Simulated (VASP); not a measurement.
# AlN (P6_3mc) in VASP: further runs, part 4 of 4

VASP 6.6.1. The steps go on from the part before.

## 6. Electric field gradients, PBEsol (zz strain of -1 %)

INCAR reads:

```
SYSTEM = AlN
  ALGO = Normal
  EDIFF = 1E-8
  ENCUT = 520
  GGA = PS
  ISIF = 2
  ISMEAR = -1
  LASPH = .True.
  LCHARG = .False.
  LEFG = .True.
  LREAL = .False.
  LWAVE = .False.
  NBANDS = 16
  NELM = 100
  PREC = Accurate
  SIGMA = 0.03
```

KPOINTS reads:

```
k-points
0
Gamma
  10 10 6
  0 0 0
```

POSCAR reads:

```
AlN
1.0
    3.1110021516      0.0000000000      0.0000000000
   -1.5555010758      2.6942068945      0.0000000000
    0.0000000000      0.0000000000      4.9282200000
Al N
2 2
Direct
    0.3333333333      0.6666666667      0.0000000000
    0.6666666667      0.3333333333      0.5000000000
    0.3333333333      0.6666666667      0.3850000000
    0.6666666667      0.3333333333      0.8850000000
```

Potentials or basis: VASP PAW PBE potentials, release 64 (Al, N).

On the command line:

```
cat potpaw_PBE.64/Al/POTCAR potpaw_PBE.64/N/POTCAR > POTCAR
mpirun -np 1 vasp_std > vasp.out
```

OUTCAR:

```text
SYSTEM = AlN
   EDIFF = 1E-8
   ENCUT = 520
   GGA = PS
   ISIF = 2
   ISMEAR = -1
   LASPH = .True.
   LREAL = .False.
   NELM = 100
   PREC = Accurate

 ion  position               nearest neighbor table
   1  0.333  0.667  0.000-   4 1.88   4 1.88   4 1.88   3 1.90   2 3.05   2 3.05   2 3.05   2 3.05
                             2 3.05   2 3.05
   2  0.667  0.333  0.500-   3 1.88   3 1.88   3 1.88   4 1.90   1 3.05   1 3.05   1 3.05   1 3.05
                             1 3.05   1 3.05
   3  0.333  0.667  0.385-   2 1.88   2 1.88   2 1.88   1 1.90
   4  0.667  0.333  0.885-   1 1.88   1 1.88   1 1.88   2 1.90

  LATTYP: Found a hexagonal cell.
 ALAT       =     3.1110021516
 C/A-ratio  =     1.5841261947

  Lattice vectors:

 A1 = (   3.1110021516,   0.0000000000,   0.0000000000)
 A2 = (  -1.5555010758,   2.6942068945,   0.0000000000)
 A3 = (   0.0000000000,   0.0000000000,   4.9282200000)

Analysis of symmetry for initial positions (statically):
=====================================================================
 Subroutine PRICEL returns:
 Original cell was already a primitive cell.

 Routine SETGRP: Setting up the symmetry group for a
 hexagonal supercell.

 Subroutine GETGRP returns: Found 12 space group operations
 (whereof  6 operations were pure point group operations)
 out of a pool of 24 trial point group operations.

The static configuration has the point symmetry C_3v.
 The point group associated with its full space group is C_6v.

Analysis of symmetry for dynamics (positions and initial velocities):
=====================================================================
 Subroutine PRICEL returns:
 Original cell was already a primitive cell.

 Routine SETGRP: Setting up the symmetry group for a
 hexagonal supercell.

 Subroutine GETGRP returns: Found 12 space group operations
 (whereof  6 operations were pure point group operations)
 out of a pool of 24 trial point group operations.

The dynamic configuration has the point symmetry C_3v.
 The point group associated with its full space group is C_6v.

 Subroutine INISYM returns: Found 12 space group operations
 (whereof  6 operations are pure point group operations),
 and found     1 'primitive' translations

----------------------------------------------------------------------------------------

                                     Primitive cell

  volume of cell :      41.3068

  direct lattice vectors                    reciprocal lattice vectors
     3.111002152  0.000000000  0.000000000     0.321439829  0.185583372  0.000000000
    -1.555501076  2.694206895  0.000000000     0.000000000  0.371166744  0.000000000
     0.000000000  0.000000000  4.928220000     0.000000000  0.000000000  0.202913019

  length of vectors
     3.111002152  3.111002152  4.928220000     0.371166744  0.371166744  0.202913019

  position of ions in fractional coordinates (direct lattice)
     0.333333333  0.666666667  0.000000000
     0.666666667  0.333333333  0.500000000
     0.333333333  0.666666667  0.385000000
     0.666666667  0.333333333  0.885000000

  ion indices of the primitive-cell ions
   primitive index   ion index
                 1           1
                 2           2
                 3           3
                 4           4

[... 87 lines left out ...]
   EFERMI_NEDOS =   21; number of points for ismear=-14 and -15
   IALGO  =     38    algorithm
   IMIX   =      4    mixing-type and parameters
     AMIX     =   0.40;   BMIX     =  1.00
     AMIX_MAG =   1.60;   BMIX_MAG =  1.00
  volume/ion in A,a.u.               =      10.33        69.69
  Fermi-wavevector in a.u.,A,eV,Ry     =   1.193368  2.255138 19.376426  1.424127
  Thomas-Fermi vector in A             =   2.329384
   LORBIT       =      0    0 simple, 1 ext, 2 COOP (PROOUT), +10 PAW based schemes
   GGA     = PS    functional components
   LHFCALC =     F    Hartree Fock is set to
   AEXX    =    0.0000 exact exchange contribution
   IVDW    =     0    specifies the selected vdW correction
   LEPSILON=     F    determine dielectric tensor
   LRPA    =     F    only Hartree local field effects (RPA)
 non-spin polarized calculation
  energy-cutoff  :      520.00
  volume of cell :       41.31
 maximum number of plane-waves:      1134
 NGX is ok and might be reduce to    24
   NGX = 11   NGY = 11   NGZ = 19

 number of electron      15.9999998 magnetization

 Free energy of the ion-electron system (eV)
  ---------------------------------------------------
  ext. energy  EPLUGINS =         0.00000000
  ---------------------------------------------------
  free energy    TOTEN  =       -31.30556126 eV

  energy without entropy =      -31.30556126  energy(sigma->0) =      -31.30556126

 E-fermi :   6.8430     XC(G=0): -11.1558

 val. band max:        6.2583493556   @ k =   0.0000   0.0000   0.0000
 cond. band min:      10.4105956379   @ k =   0.0000   0.0000   0.0000
 fundamental gap:      4.1522462823
 Fermi energy:         6.8430396518

 k-point     1 :       0.0000    0.0000    0.0000
  band No.  band energies     occupation
      1      -9.0648      2.00000
      2      -6.8006      2.00000
      3       0.1108      2.00000
      4       5.2316      2.00000
      5       5.2316      2.00000
      6       5.9187      2.00000
[... 433 lines left out ...]
      3       0.6593      2.00000
      4       1.7172      2.00000
      5       3.0596      2.00000
      6       3.8091      2.00000
[... 8 lines left out ...]
     15      18.7449      0.00000
     16      21.0929      0.00000

 [... further k-points ...]
[... 5 lines left out ...]
  --------------------------------------------------------------------------------------
  -------------------------------------------------------------------------------------
  Total        0.4920975      0.4920975      0.9515289      0.0000000      0.0000000     -0.0000000
  in kB       19.0871190     19.0871190     36.9072118      0.0000000      0.0000000     -0.0000000
  external PRESSURE =      25.0271499 kB  Pullay stress =       0.0000000 kB

 VOLUME and BASIS-vectors are now :
 -----------------------------------------------------------------------------
  energy-cutoff  :      520.00
  volume of cell :       41.31
      direct lattice vectors                 reciprocal lattice vectors
     3.111002152  0.000000000  0.000000000     0.321439829  0.185583372  0.000000000
    -1.555501076  2.694206895  0.000000000     0.000000000  0.371166744  0.000000000
     0.000000000  0.000000000  4.928220000     0.000000000  0.000000000  0.202913019

 POSITION                                       TOTAL-FORCE (eV/Angst)
 -----------------------------------------------------------------------------------
     -0.00000      1.79614      0.00000        -0.000000      0.000000      0.052517
      1.55550      0.89807      2.46411        -0.000000     -0.000000      0.052517
     -0.00000      1.79614      1.89736        -0.000000      0.000000     -0.052517
      1.55550      0.89807      4.36147         0.000000     -0.000000     -0.052517
 -----------------------------------------------------------------------------------
    total drift:                               -0.000000      0.000000     -0.000780

  FREE ENERGIE OF THE ION-ELECTRON SYSTEM (eV)
  ---------------------------------------------------
  free  energy   TOTEN  =       -31.3055612595 eV

  energy  without entropy=      -31.3055612595  energy(sigma->0) =      -31.30556126

 Electric field gradients (V/A^2)
---------------------------------------------------------------------
 ion       V_xx      V_yy      V_zz      V_xy      V_xz      V_yz
---------------------------------------------------------------------
   1      -3.126    -3.126     6.252     0.000    -0.000     0.000
   2      -3.126    -3.126     6.252     0.000     0.000    -0.000
   3       0.611     0.611    -1.221    -0.000     0.000    -0.000
   4       0.611     0.611    -1.221    -0.000    -0.000     0.000
---------------------------------------------------------------------

 Electric field gradients after diagonalization (V/A^2)
 (convention: |V_zz| > |V_xx| > |V_yy|)
----------------------------------------------------------------------
 ion       V_xx      V_yy      V_zz     asymmetry (V_yy - V_xx)/ V_zz
----------------------------------------------------------------------
   1      -3.126    -3.126     6.252       0.000
   2      -3.126    -3.126     6.252       0.000
   3       0.611     0.611    -1.221       0.000
   4       0.611     0.611    -1.221       0.000
----------------------------------------------------------------------

           NMR quadrupolar parameters

 Cq : quadrupolar parameter    Cq=e*Q*V_zz/h
 eta: asymmetry parameters     (V_yy - V_xx)/ V_zz
 Q  : nuclear electric quadrupole moment in mb (millibarn)
----------------------------------------------------------------------
 ion       Cq(MHz)       eta       Q (mb)
----------------------------------------------------------------------
   1       0.015       0.000       1.000
   2       0.015       0.000       1.000
   3      -0.003       0.000       1.000
   4      -0.003       0.000       1.000
----------------------------------------------------------------------
```

OSZICAR:

```text
N       E                     dE             d eps       ncg     rms          rms(c)
DAV:   1     0.404581402345E+02    0.40458E+02   -0.73006E+03  1792   0.892E+02
DAV:   2    -0.323770828397E+02   -0.72835E+02   -0.67491E+02  2536   0.189E+02
DAV:   3    -0.357779580296E+02   -0.34009E+01   -0.33927E+01  2248   0.420E+01
DAV:   4    -0.357985617577E+02   -0.20604E-01   -0.20602E-01  2264   0.370E+00
DAV:   5    -0.357988285216E+02   -0.26676E-03   -0.26676E-03  2208   0.423E-01    0.118E+01
DAV:   6    -0.313597910793E+02    0.44390E+01   -0.95331E+00  2152   0.224E+01    0.421E+00
DAV:   7    -0.313427853765E+02    0.17006E-01   -0.62727E-01  1960   0.551E+00    0.291E+00
DAV:   8    -0.313100966621E+02    0.32689E-01   -0.71445E-02  2016   0.226E+00    0.588E-01
DAV:   9    -0.313052776430E+02    0.48190E-02   -0.12500E-02  2400   0.834E-01    0.249E-01
DAV:  10    -0.313056361221E+02   -0.35848E-03   -0.13991E-03  1888   0.244E-01    0.154E-01
DAV:  11    -0.313055626061E+02    0.73516E-04   -0.11780E-04  2112   0.799E-02    0.327E-02
DAV:  12    -0.313055617226E+02    0.88352E-06   -0.52048E-06  2112   0.195E-02    0.599E-03
DAV:  13    -0.313055612144E+02    0.50819E-06   -0.21168E-06  2240   0.109E-02    0.385E-03
DAV:  14    -0.313055612355E+02   -0.21125E-07   -0.14728E-07  1992   0.327E-03    0.111E-03
DAV:  15    -0.313055612588E+02   -0.23295E-07   -0.84205E-09  1248   0.697E-04    0.240E-04
DAV:  16    -0.313055612595E+02   -0.71554E-09   -0.60329E-10  1032   0.292E-04
   1 F= -.31305561E+02 E0= -.31305561E+02  d E =-.129176E-10
```

It took 33 s on 1 thread of Intel Xeon 6975P-C (Granite Rapids), shared host; peak memory 0.16 GiB.

Results:

```
Free energy            : -31.3056 eV
Pressure               : 2.5 GPa
Largest force          : 0.053 eV/Å
Band gap on the k mesh : 4.15 eV, direct
```

Forces on the atoms (eV/Å):
```
Al   0.000  0.000  0.053
Al   0.000  0.000  0.053
N    0.000  0.000 -0.053
N    0.000  0.000 -0.053
```

Levels at points of the mesh, in eV from the valence-band top:
| k point | band 6 | band 7 | band 8 | band 9 | band 10 | band 11 |
| --- | --- | --- | --- | --- | --- | --- |
| (0.00, 0.00, 0.00) | -0.34 | -0.34 | 0.00 | 4.15 | 6.49 | 10.60 |
| (0.50, 0.00, 0.00) | -2.27 | -1.88 | -0.80 | 5.58 | 5.71 | 8.09 |
| (0.00, 0.00, 0.50) | -0.69 | -0.69 | -0.69 | 6.37 | 6.37 | 10.27 |
| (0.50, 0.00, 0.50) | -1.62 | -1.42 | -1.42 | 5.17 | 5.17 | 9.11 |

Electric field gradients, principal values (V/Å²):
| atom | least | middle | greatest (by size) |
| --- | --- | --- | --- |
| 1 Al | -3.126 | -3.126 | 6.252 |
| 2 Al | -3.126 | -3.126 | 6.252 |
| 3 N | 0.611 | 0.611 | -1.221 |
| 4 N | 0.611 | 0.611 | -1.221 |

Caveat: the cell differs from its parent crystal (zz strain of -1 %); without QUAD_EFG the Cq values of the log hold for a quadrupole moment of 1 mb, not for the nuclei; the PAW data sets were made with another functional, which shifts forces and pressure a little. A k mesh can miss the band edges.

## 7. Density of states, PBEsol

This run uses another cell than the first one, of 10.43 Å³/atom, 1.042 times its volume.

Edit POSCAR of step 6 so:

```diff
@@ -4,3 +4,3 @@
    -1.5555010758      2.6942068945      0.0000000000
-    0.0000000000      0.0000000000      4.9282200000
+    0.0000000000      0.0000000000      4.9780000000
 Al N
```

INCAR.step1 reads:

```
ALGO     = Normal         # electronic algorithm
EDIFF    = 1E-7           # SCF threshold, eV
ENCUT    = 520            # plane-wave cutoff, eV
GGA      = PS             # functional
ISIF     = 2              # what is computed and relaxed
ISMEAR   = -1             # smearing method
LASPH    = T              # aspherical terms in the spheres
LCHARG   = T              # write CHGCAR
LREAL    = F              # projectors in reciprocal space
LWAVE    = F              # write WAVECAR
NBANDS   = 16             # bands
NELM     = 80             # most SCF steps
PREC     = Accurate       # precision mode
SIGMA    = 0.03           # smearing width, eV
```

KPOINTS.step1 reads:

```
k-points
0
Gamma
  10 10 6
```

INCAR.step2 reads:

```
ALGO     = Normal         # electronic algorithm
EDIFF    = 1E-7           # SCF threshold, eV
ENCUT    = 520            # plane-wave cutoff, eV
GGA      = PS             # functional
ICHARG   = 11             # starting density
ISIF     = 2              # what is computed and relaxed
ISMEAR   = -5             # smearing method
LASPH    = T              # aspherical terms in the spheres
LCHARG   = F              # write CHGCAR
LORBIT   = 11             # projections on sites
LREAL    = F              # projectors in reciprocal space
LWAVE    = F              # write WAVECAR
NBANDS   = 16             # bands
NEDOS    = 1001           # points of the DOS
NELM     = 80             # most SCF steps
PREC     = Accurate       # precision mode
SIGMA    = 0.03           # smearing width, eV
```

KPOINTS.step2 reads:

```
k-points
0
Gamma
  15 15 9
```

On the command line:

```
cat potpaw_PBE.64/Al/POTCAR potpaw_PBE.64/N/POTCAR > POTCAR
cp INCAR.step1 INCAR
cp KPOINTS.step1 KPOINTS
mpirun -np 1 vasp_std > vasp.out
cp INCAR.step2 INCAR
cp KPOINTS.step2 KPOINTS
mpirun -np 1 vasp_std > vasp.out
```

It took 27 s on 1 thread of Intel Xeon 6975P-C (Granite Rapids), shared host; peak memory 0.19 GiB.

Results (log left out):

```
Valence electrons inside the program's atomic spheres : Al 0.81; N 3.85
```

Levels at points of the mesh, in eV from the valence-band top:
```csv
k point,band 5,band 6,band 7,band 8,band 9,band 10,band 11,band 12
"(0.00, 0.00, 0.00)",-0.95,-0.29,-0.29,0.00,4.09,6.53,10.50,10.98
```

Caveat: the PAW data sets were made with another functional, which shifts forces and pressure a little.

## 8. The runs side by side

| task | cell | k mesh for the DOS | occupations for the DOS | gap on the mesh (eV) | pressure (GPa) | largest force (eV/Å) |
| --- | --- | --- | --- | --- | --- | --- |
| electric field gradients | a = 3.069, b = 3.069, c = 4.911 Å, angles 90.0, 90.0, 120.0°, 4 atoms | - | - | 4.45 | 9.6 | 0.18 |
| electric field gradients | a = 3.101, b = 3.101, c = 4.961 Å, angles 90.0, 90.0, 120.0°, 4 atoms | - | - | 4.18 | 2.6 | 0.18 |
| electric field gradients | a = 3.111, b = 3.111, c = 4.928 Å, angles 90.0, 90.0, 120.0°, 4 atoms | - | - | 4.15 | 2.5 | 0.05 |
| density of states | a = 3.111, b = 3.111, c = 4.978 Å, angles 90.0, 90.0, 120.0°, 4 atoms | 15 × 15 × 9 | tetrahedron | - | - | - |

Alike in all rows: level PBEsol; potentials or basis VASP PAW PBE potentials, release 64 (Al, N); no spin polarisation; k mesh 10 × 10 × 6; cutoff (eV) 520; smearing fermi-dirac 0.03 eV.

Caveats: the PAW data sets were made with another functional, which shifts forces and pressure a little.

Absolute energies hang on the potentials; compare differences alone.
